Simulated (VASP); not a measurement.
# B4N3 (P-43m) in VASP: a series of runs, part 2 of 2

VASP 6.6.1.

## (3) Single point, PBE

This run uses another cell than the first one, of 6.70 Å³/atom, 0.997 times its volume.

INCAR reads:

```
SYSTEM = B4N3
ALGO = Normal
EDIFF = 1E-6
ENCUT = 520
GGA = PE
ISIF = 2
ISMEAR = 0
LASPH = .True.
LCHARG = .False.
LREAL = .False.
LWAVE = .False.
NBANDS = 22
NELM = 100
PREC = Accurate
SIGMA = 0.2
```

KPOINTS reads:

```
k-points
0
Gamma
  6 6 6
  0 0 0
```

POSCAR reads:

```
B4N3
1.0
    3.6056927096      0.0000000000      0.0000000000
    0.0000000000      3.6056927096      0.0000000000
    0.0000000000      0.0000000000      3.6056927096
B N
4 3
Direct
    0.7386647501      0.2613352499      0.7386647501
    0.2613352499      0.7386647501      0.7386647501
    0.7386647501      0.7386647501      0.2613352499
    0.2613352499      0.2613352499      0.2613352499
    0.5000000000      0.5000000000      0.0000000000
    0.5000000000      0.0000000000      0.5000000000
    0.0000000000      0.5000000000      0.5000000000
```

Potentials or basis: VASP PAW PBE potentials, release 64 (B, N).

Launch:

```
$ cat potpaw_PBE.64/B/POTCAR potpaw_PBE.64/N/POTCAR > POTCAR
$ mpirun -np 1 vasp_std > vasp.out
```

OUTCAR:

```text
SYSTEM = B4N3
   EDIFF = 1E-6
   ENCUT = 520
   GGA = PE
   ISIF = 2
   ISMEAR = 0
   LASPH = .True.
   LREAL = .False.
   NELM = 100
   PREC = Accurate

 ion  position               nearest neighbor table
   1  0.739  0.261  0.739-   6 1.54   7 1.54   5 1.54
   2  0.261  0.739  0.739-   6 1.54   7 1.54   5 1.54
   3  0.739  0.739  0.261-   6 1.54   7 1.54   5 1.54
   4  0.261  0.261  0.261-   6 1.54   7 1.54   5 1.54
   5  0.500  0.500  0.000-   1 1.54   2 1.54   3 1.54   4 1.54
   6  0.500  0.000  0.500-   1 1.54   2 1.54   3 1.54   4 1.54
   7  0.000  0.500  0.500-   1 1.54   2 1.54   3 1.54   4 1.54

  LATTYP: Found a simple cubic cell.
 ALAT       =     3.6056927096

  Lattice vectors:

 A1 = (   3.6056927096,   0.0000000000,   0.0000000000)
 A2 = (   0.0000000000,   3.6056927096,   0.0000000000)
 A3 = (   0.0000000000,   0.0000000000,   3.6056927096)

Analysis of symmetry for initial positions (statically):
=====================================================================
 Subroutine PRICEL returns:
 Original cell was already a primitive cell.

 Routine SETGRP: Setting up the symmetry group for a
 simple cubic supercell.

 Subroutine GETGRP returns: Found 24 space group operations
 (whereof 24 operations were pure point group operations)
 out of a pool of 48 trial point group operations.

The static configuration has the point symmetry T_d .

Analysis of symmetry for dynamics (positions and initial velocities):
=====================================================================
 Subroutine PRICEL returns:
 Original cell was already a primitive cell.

 Routine SETGRP: Setting up the symmetry group for a
 simple cubic supercell.

 Subroutine GETGRP returns: Found 24 space group operations
 (whereof 24 operations were pure point group operations)
 out of a pool of 48 trial point group operations.

The dynamic configuration has the point symmetry T_d .

 Subroutine INISYM returns: Found 24 space group operations
 (whereof 24 operations are pure point group operations),
 and found     1 'primitive' translations

----------------------------------------------------------------------------------------

                                     Primitive cell

  volume of cell :      46.8777

  direct lattice vectors                    reciprocal lattice vectors
     3.605692710  0.000000000  0.000000000     0.277339219  0.000000000  0.000000000
     0.000000000  3.605692710  0.000000000     0.000000000  0.277339219  0.000000000
     0.000000000  0.000000000  3.605692710     0.000000000  0.000000000  0.277339219

  length of vectors
     3.605692710  3.605692710  3.605692710     0.277339219  0.277339219  0.277339219

  position of ions in fractional coordinates (direct lattice)
     0.738664750  0.261335250  0.738664750
     0.261335250  0.738664750  0.738664750
     0.738664750  0.738664750  0.261335250
     0.261335250  0.261335250  0.261335250
     0.500000000  0.500000000  0.000000000
     0.500000000  0.000000000  0.500000000
     0.000000000  0.500000000  0.500000000

  ion indices of the primitive-cell ions
   primitive index   ion index
[... 33 lines left out ...]

 Following reciprocal coordinates:
            Coordinates               Weight
  0.000000  0.000000  0.000000      1.000000
  0.166667  0.000000  0.000000      6.000000
  0.333333  0.000000  0.000000      6.000000
  0.500000  0.000000  0.000000      3.000000
  0.166667  0.166667  0.000000     12.000000
  0.333333  0.166667  0.000000     24.000000
[... 12 lines left out ...]
  0.500000  0.500000  0.333333      6.000000
  0.500000  0.500000  0.500000      1.000000
   k-points           NKPTS =     20   k-points in BZ     NKDIM =     20   number of bands    NBANDS=     22
   number of dos      NEDOS =    301   number of ions     NIONS =      7
   total plane-waves  NPLWV =  21952
   dimension x,y,z NGX =    28 NGY =   28 NGZ =   28
   dimension x,y,z NGXF=    56 NGYF=   56 NGZF=   56
   ions per type =               4   3
   NGX,Y,Z   is equivalent  to a cutoff of  12.91, 12.91, 12.91 a.u.
   NGXF,Y,Z  is equivalent  to a cutoff of  25.82, 25.82, 25.82 a.u.
 SYSTEM =  B4N3
   PREC   = accura    normal or accurate (medium, high low for compatibility)
   ISTART =      0    job   : 0-new  1-cont  2-samecut
   ICHARG =      2    charge: 1-file 2-atom 10-const
   ISPIN  =      1    spin polarized calculation?
   LNONCOLLINEAR =      F non collinear calculations
   LSORBIT =      F    spin-orbit coupling
   LASPH  =      T    aspherical Exc in radial PAW
   ENCUT  =  520.0 eV  38.22 Ry    6.18 a.u.   6.70  6.70  6.70*2*pi/ulx,y,z
   NELM   =    100;   NELMIN=  2; NELMDL= -5     # of ELM steps
   EDIFF  = 0.1E-05   stopping-criterion for ELM
   LREAL  =      F    real-space projection
   EDIFFG = 0.1E-04   stopping-criterion for IOM
   NSW    =      0    number of steps for IOM
   IBRION =     -1    ionic relax: 0-MD 1-quasi-New 2-CG
   NFREE  =      0    steps in history (QN), initial steepest desc. (CG)
   ISIF   =      2    stress and relaxation
   ISYM   =      2    0-nonsym 1-usesym 2-fastsym
   POTIM  = 0.5000    time-step for ionic-motion
   TEBEG  =    0.0;   TEEND  =   0.0 temperature during run
   PSTRESS=    0.0 pullay stress
   NELECT =      27.0000    total number of electrons
   NUPDOWN=      -1.0000    fix difference up-down
   EMIN   =  10.00;   EMAX   =-10.00  energy-range for DOS
   EFERMI =   0.00;   METHOD = LEGACY
   ISMEAR =     0;   SIGMA  =   0.20  broadening in eV -4-tet -1-fermi 0-gaus
   EFERMI_NEDOS =   21; number of points for ismear=-14 and -15
   IALGO  =     38    algorithm
   IMIX   =      4    mixing-type and parameters
     AMIX     =   0.40;   BMIX     =  1.00
     AMIX_MAG =   1.60;   BMIX_MAG =  1.00
  volume/ion in A,a.u.               =       6.70        45.19
  Fermi-wavevector in a.u.,A,eV,Ry     =   1.362095  2.573986 25.242924  1.855303
  Thomas-Fermi vector in A             =   2.488614
   LORBIT       =      0    0 simple, 1 ext, 2 COOP (PROOUT), +10 PAW based schemes
   GGA     = PE    functional components
   LHFCALC =     F    Hartree Fock is set to
   AEXX    =    0.0000 exact exchange contribution
   IVDW    =     0    specifies the selected vdW correction
   LEPSILON=     F    determine dielectric tensor
   LRPA    =     F    only Hartree local field effects (RPA)
 non-spin polarized calculation
 Gauss-broadening in eV      SIGMA  =   0.20
  energy-cutoff  :      520.00
  volume of cell :       46.88
 maximum number of plane-waves:      1328
 NGX is ok and might be reduce to    28
   NGX = 13   NGY = 13   NGZ = 13

 number of electron      26.9999999 magnetization

 Free energy of the ion-electron system (eV)
  ---------------------------------------------------
  ext. energy  EPLUGINS =         0.00000000
  ---------------------------------------------------
  free energy    TOTEN  =       -54.66135236 eV

  energy without entropy =      -54.64867052  energy(sigma->0) =      -54.65501144

 E-fermi :   9.5334     XC(G=0): -12.2087

 val. band max:        9.1860404044   @ k =   0.3333   0.3333   0.0000
 cond. band min:       9.6438402864   @ k =   0.3333   0.1667   0.0000
 fundamental gap:      0.4577998820
 Fermi energy:         9.5333883416

 k-point     1 :       0.0000    0.0000    0.0000
  band No.  band energies     occupation
      1     -13.8685      2.00000
      2      -9.2030      2.00000
      3      -9.2030      2.00000
      4      -2.6051      2.00000
      5      -2.6051      2.00000
      6      -2.6051      2.00000
[... 489 lines left out ...]
     21      16.5708      0.00000
     22      16.5708      0.00000

------------------------ aborting loop because EDIFF is reached ----------------------------------------

  FORCE on cell =-STRESS in cart. coord.  units (eV):
  Direction    XX          YY          ZZ          XY          YZ          ZX
  --------------------------------------------------------------------------------------
  -------------------------------------------------------------------------------------
  Total        0.0562428      0.0562428      0.0562428      0.0000000      0.0000000     -0.0000000
  in kB        1.9222556      1.9222556      1.9222556      0.0000000      0.0000000     -0.0000000
  external PRESSURE =       1.9222556 kB  Pullay stress =       0.0000000 kB

 VOLUME and BASIS-vectors are now :
 -----------------------------------------------------------------------------
  energy-cutoff  :      520.00
  volume of cell :       46.88
      direct lattice vectors                 reciprocal lattice vectors
     3.605692710  0.000000000  0.000000000     0.277339219  0.000000000  0.000000000
     0.000000000  3.605692710  0.000000000     0.000000000  0.277339219  0.000000000
     0.000000000  0.000000000  3.605692710     0.000000000  0.000000000  0.277339219

 POSITION                                       TOTAL-FORCE (eV/Angst)
 -----------------------------------------------------------------------------------
      2.66340      0.94229      2.66340        -0.003260      0.003260     -0.003260
      0.94229      2.66340      2.66340         0.003260     -0.003260     -0.003260
      2.66340      2.66340      0.94229        -0.003260     -0.003260      0.003260
      0.94229      0.94229      0.94229         0.003260      0.003260      0.003260
      1.80285      1.80285      0.00000        -0.000000      0.000000     -0.000000
      1.80285      0.00000      1.80285        -0.000000      0.000000      0.000000
      0.00000      1.80285      1.80285        -0.000000      0.000000      0.000000
 -----------------------------------------------------------------------------------
    total drift:                               -0.000000     -0.000000     -0.000000

  FREE ENERGIE OF THE ION-ELECTRON SYSTEM (eV)
  ---------------------------------------------------
  free  energy   TOTEN  =       -54.6613523577 eV

  energy  without entropy=      -54.6486705153  energy(sigma->0) =      -54.65501144
```

It took 12 s on 1 thread of Intel Xeon Platinum 8488C (Sapphire Rapids), shared host; peak memory 0.15 GiB.

What came out:

| Property | Result |
| --- | --- |
| Free energy | -54.6614 eV |
| Pressure | 0.2 GPa |
| Largest force | 0.006 eV/Å |

Forces in eV/Å, atoms in the order of the input:
```
B   -0.003  0.003 -0.003
B    0.003 -0.003 -0.003
B   -0.003 -0.003  0.003
B    0.003  0.003  0.003
N    0.000  0.000  0.000
N    0.000  0.000  0.000
N    0.000  0.000  0.000
```

## (4) Relaxation of cell and atoms, PBE

This run uses another cell than the first one, of 7.56 Å³/atom, 1.126 times its volume.

INCAR reads:

```
  PREC = Accurate
  ENCUT = 600
  EDIFF = 1E-6
  ISMEAR = 0
  SIGMA = 0.2
  LREAL = F
  LASPH = T
  NELM = 60
  ALGO = Normal
  ISIF = 3
  LWAVE = F
  LCHARG = F
  GGA = PE
  IBRION = 2
  NSW = 36
  EDIFFG = -0.08
```

KPOINTS reads:

```
Automatic mesh
0
Gamma
  4 4 4
```

POSCAR reads:

```
B4N3
1.0
    3.7543948500      0.0000000000      0.0000000000
    0.0000000000      3.7543948500      0.0000000000
    0.0000000000      0.0000000000      3.7543948500
B N
4 3
Direct
    0.7500000000      0.2500000000      0.7500000000
    0.2500000000      0.7500000000      0.7500000000
    0.7500000000      0.7500000000      0.2500000000
    0.2500000000      0.2500000000      0.2500000000
    0.5000000000      0.5000000000      0.0000000000
    0.5000000000      0.0000000000      0.5000000000
    0.0000000000      0.5000000000      0.5000000000
```

Launch:

```
$ cat potpaw_PBE.64/B/POTCAR potpaw_PBE.64/N/POTCAR > POTCAR
$ mpirun -np 1 vasp_std > vasp.out
```

It took 37 s on 1 thread of Intel Xeon Platinum 8488C (Sapphire Rapids), shared host; peak memory 0.16 GiB.

The run converged. Its results:

* Free energy: -54.7030 eV
* Relaxed volume: 6.70 Å³/atom
* Relaxed cell: a = 3.606 Å, b = 3.606 Å, c = 3.606 Å, α = 90.00°, β = 90.00°, γ = 90.00°
* Space group after relaxing (to 0.05 Å): P-43m (No. 215)
* Energy gained by relaxing: 143.1 meV/atom
* Ionic steps: 7
* Pressure after relaxing: 0.7 GPa

The path:
```tsv
step	energy change (eV)	largest force (eV/Å)	pressure (GPa)	volume (Å³)
1	0.0000	1.9779	-33.61	52.92
2	-0.2461	1.1940	47.99	41.68
3	-0.9792	0.3904	0.86	46.45
4	-0.9798	0.3506	1.85	46.32
5	-0.9794	0.3128	2.82	46.19
6	-0.9984	0.0954	1.52	46.61
7	-1.0016	0.0292	0.72	46.88
```

Final structure:
```yaml
crystal:
  lattice:
    - [3.60570, 0.00000, 0.00000]
    - [0.00000, 3.60570, 0.00000]
    - [0.00000, 0.00000, 3.60570]
  atoms:
    - { symbol: B, position: [0.73772, 0.26228, 0.73772] }
    - { symbol: B, position: [0.26228, 0.73772, 0.73772] }
    - { symbol: B, position: [0.73772, 0.73772, 0.26228] }
    - { symbol: B, position: [0.26228, 0.26228, 0.26228] }
    - { symbol: N, position: [0.50000, 0.50000, 0.00000] }
    - { symbol: N, position: [0.50000, 0.00000, 0.50000] }
    - { symbol: N, position: [0.00000, 0.50000, 0.50000] }
```

Levels at points of the mesh, in eV from the Fermi level:
```
           k point  band 11  band 12  band 13  band 14  band 15  band 16
(0.00, 0.00, 0.00)    -6.75    -6.75    -6.75     2.05     2.12     2.12
(0.50, 0.00, 0.00)    -7.37    -7.37    -2.74    -1.49     1.61     1.61
(0.50, 0.50, 0.00)    -6.95    -6.06    -3.39    -0.60     1.27     1.27
(0.50, 0.50, 0.50)    -5.99    -5.99    -5.99     2.64     2.64     2.64
```

Caveat: the k points lie up to 0.44 Å⁻¹ apart in the final cell.

## (5) Single point, PBE

This run uses another cell than the first one, of 6.70 Å³/atom, 0.997 times its volume.

INCAR reads:

```
SYSTEM = B4N3
PREC = Accurate
ENCUT = 520
EDIFF = 1E-7
ISMEAR = 0
SIGMA = 0.1
LREAL = .False.
LASPH = .True.
NELM = 80
ALGO = Normal
ISIF = 2
LWAVE = .False.
LCHARG = .True.
GGA = PE
LELF = .True.
LVHAR = .True.
NBANDS = 22
```

KPOINTS reads:

```
Automatic mesh
0
Gamma
  8 8 8
  0 0 0
```

POSCAR reads:

```
B4N3
1.0
    3.6056927096      0.0000000000      0.0000000000
    0.0000000000      3.6056927096      0.0000000000
    0.0000000000      0.0000000000      3.6056927096
B N
4 3
Direct
    0.7386647501      0.2613352499      0.7386647501
    0.2613352499      0.7386647501      0.7386647501
    0.7386647501      0.7386647501      0.2613352499
    0.2613352499      0.2613352499      0.2613352499
    0.5000000000      0.5000000000      0.0000000000
    0.5000000000      0.0000000000      0.5000000000
    0.0000000000      0.5000000000      0.5000000000
```

Launch:

```
$ cat potpaw_PBE.64/B/POTCAR potpaw_PBE.64/N/POTCAR > POTCAR
$ mpirun -np 1 vasp_std > vasp.out
```

Wall time 20 s (1 thread of Intel Xeon Platinum 8488C (Sapphire Rapids), shared host); peak memory 0.16 GiB.

The run converged. Its results:

* Free energy: -54.6348 eV
* Pressure: 0.2 GPa
* Largest force: 0.007 eV/Å

Forces on the atoms (eV/Å):
```
B    0.004 -0.004  0.004
B   -0.004  0.004  0.004
B    0.004  0.004 -0.004
B   -0.004 -0.004 -0.004
N    0.000  0.000  0.000
N    0.000  0.000  0.000
N    0.000  0.000  0.000
```

Levels at points of the mesh, in eV from the Fermi level:
```
           k point  band 10  band 11  band 12  band 13  band 14  band 15  band 16  band 17
(0.00, 0.00, 0.00)    -6.80    -6.31    -6.31    -6.31     2.47     2.47     2.53     3.97
(0.50, 0.00, 0.00)    -9.23    -6.93    -6.93    -2.39    -1.07     1.98     1.98     3.67
(0.50, 0.50, 0.00)    -9.02    -6.47    -5.64    -3.06    -0.20     1.65     1.65     6.83
(0.50, 0.50, 0.50)    -5.97    -5.58    -5.58    -5.58     3.03     3.03     3.03     7.18
```

## (6) Single point, PBE, collinear spin, ferromagnetic start

INCAR reads:

```
ALGO     = Normal         # electronic algorithm
EDIFF    = 1E-7           # SCF threshold, eV
ENCUT    = 520            # plane-wave cutoff, eV
GGA      = PE             # functional
ISIF     = 2              # what is computed and relaxed
ISMEAR   = 0              # smearing method
ISPIN    = 2              # spin polarisation
LASPH    = True           # aspherical terms in the spheres
LCHARG   = False          # write CHGCAR
LORBIT   = 11             # projections on sites
LREAL    = False          # projectors in reciprocal space
LWAVE    = False          # write WAVECAR
MAGMOM   = 0 0 0 0 1 1 1  # initial moments
NBANDS   = 26             # bands
NELM     = 150            # most SCF steps
PREC     = Accurate       # precision mode
SIGMA    = 0.1            # smearing width, eV
```

KPOINTS reads:

```
k-points
0
Gamma
  6 6 6
```

POSCAR reads:

```
B4N3
1.0
    3.6087153062      0.0000000000      0.0000000000
    0.0000000000      3.6087153062      0.0000000000
    0.0000000000      0.0000000000      3.6087153062
B N
4 3
Direct
    0.7377866802      0.2622133198      0.7377866802
    0.2622133198      0.7377866802      0.7377866802
    0.7377866802      0.7377866802      0.2622133198
    0.2622133198      0.2622133198      0.2622133198
    0.5000000000      0.5000000000      0.0000000000
    0.5000000000      0.0000000000      0.5000000000
    0.0000000000      0.5000000000      0.5000000000
```

Potentials or basis: VASP PAW PBE potentials, release 64 (B, N).

Launch:

```
$ cat potpaw_PBE.64/B/POTCAR potpaw_PBE.64/N/POTCAR > POTCAR
$ mpirun -np 1 vasp_std > vasp.out
```

Run time: 34 s. Hardware: 1 thread of Intel Xeon Platinum 8488C (Sapphire Rapids), shared host; peak memory 0.18 GiB.

The run converged. Its results:

```yaml
Free_energy: -54.6552 eV
Pressure: -0.1 GPa
Largest_force: 0.068 eV/Å
Net_moment: 0.00 μB per cell
Valence_electrons_inside_the_program's_atomic_spheres: B 1.95; N 3.97
```

Forces on the atoms (eV/Å):
```
B    0.039 -0.039  0.039
B   -0.039  0.039  0.039
B    0.039  0.039 -0.039
B   -0.039 -0.039 -0.039
N    0.000  0.000  0.000
N    0.000  0.000  0.000
N    0.000  0.000  0.000
```

Levels at points of the mesh, in eV from the Fermi level:
Spin up:
```tsv
k point	band 11	band 12	band 13	band 14	band 15	band 16
(0.00, 0.00, 0.00)	-6.62	-6.62	-6.62	2.16	2.24	2.24
(0.50, 0.00, 0.00)	-7.24	-7.24	-2.61	-1.37	1.73	1.73
(0.50, 0.50, 0.00)	-6.82	-5.93	-3.26	-0.47	1.39	1.39
(0.50, 0.50, 0.50)	-5.87	-5.87	-5.87	2.76	2.76	2.76
```
Spin down:
```
           k point  band 11  band 12  band 13  band 14  band 15  band 16
(0.00, 0.00, 0.00)    -6.62    -6.62    -6.62     2.16     2.24     2.24
(0.50, 0.00, 0.00)    -7.24    -7.24    -2.61    -1.37     1.73     1.73
(0.50, 0.50, 0.00)    -6.82    -5.93    -3.26    -0.47     1.39     1.39
(0.50, 0.50, 0.50)    -5.87    -5.87    -5.87     2.76     2.76     2.76
```

## (7) Overview

```csv
task,spin,cell,k mesh,cutoff (eV),smearing,gap on the mesh (eV),pressure (GPa),largest force (eV/Å)
single point,off,"a = 3.609 Å, 7 atoms",4 × 4 × 4,520,gaussian 0.2 eV,none,0.2,0.01
single point,off,"a = 3.606 Å, 7 atoms",6 × 6 × 6,520,gaussian 0.2 eV,none,0.2,0.01
relaxation of cell and atoms,off,"relaxed from a = 3.754 Å, 7 atoms",4 × 4 × 4,600,gaussian 0.2 eV,none,0.7,-
single point,off,"a = 3.606 Å, 7 atoms",8 × 8 × 8,520,gaussian 0.1 eV,none,0.2,0.01
single point,"collinear, ferromagnetic start","a = 3.609 Å, 7 atoms",6 × 6 × 6,520,gaussian 0.1 eV,none,-0.1,0.07
```

Alike in all rows: level PBE; potentials or basis VASP PAW PBE potentials, release 64 (B, N).

Caveats: some runs use coarse meshes.

Total energies depend on the potentials used, so only differences within one code and one set of settings carry meaning.
